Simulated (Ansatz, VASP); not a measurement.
# One calculation of As, two programs

INCAR

```
  ALGO = Normal
  EDIFF = 1E-6
  ENCUT = 520
  GGA = PE
  ISIF = 2
  ISMEAR = -1
  LASPH = T
  LCHARG = T
  LELF = T
  LREAL = F
  LVHAR = T
  LWAVE = F
  NBANDS = 8
  NELM = 100
  PREC = Accurate
  SIGMA = 0.05
```

KPOINTS

```
k-points
0
Gamma
  15 15 14
```

Contents of POSCAR:

```
As
1.0
    2.8640797999      0.0000000000      0.0000000000
   -1.4320398999      2.4803658652      0.0000000000
    0.0000000000      0.0000000000      2.6822888680
As
1
Direct
    0.0000000000      0.0000000000      0.0000000000
```

Input for Ansatz:

```yaml
crystal:
  lattice:
    - [2.8640797999, 0.0, 0.0]
    - [-1.4320398999, 2.4803658652, 0.0]
    - [0.0, 0.0, 2.682288868]
  atoms:
    - { symbol: As, position: [0.0, 0.0, 0.0] }
kpoints:
  mp_grid: { grid: [15, 15, 14] }
scf:
  occupations: { method: fermi_dirac, width: 0.05 }
hamiltonian:
  xc: pbe
  pseudopotentials: { kind: all_electron, lapw: { basis_error: 0.001 } }
output:
  forces: true
  stress: true
  eigenvalues: true
  populations: true
```

Change from the starting cell: volume scaled by 0.95, LAPW.

Alike in both runs: task single point; functional PBE; k mesh 15 × 15 × 14; occupations fermi-dirac, width 0.05 eV; no spin polarisation.

|  | VASP | Ansatz |
| --- | --- | --- |
| version | VASP 6.6.1 | Ansatz 0.2.0 |
| potentials or method | VASP PAW PBE potentials, release 64 (As), cutoff 520 eV | all-electron LAPW, scalar-relativistic |

|  | VASP | Ansatz | Ansatz less VASP |
| --- | --- | --- | --- |
| pressure (GPa) | 4.7 | 4.5 | -0.16 |
| traceless stress, the component that is largest in VASP (GPa) | 0.06 | 0.03 | -0.024 |

Ansatz ran all-electron here, and VASP with PAW potentials.
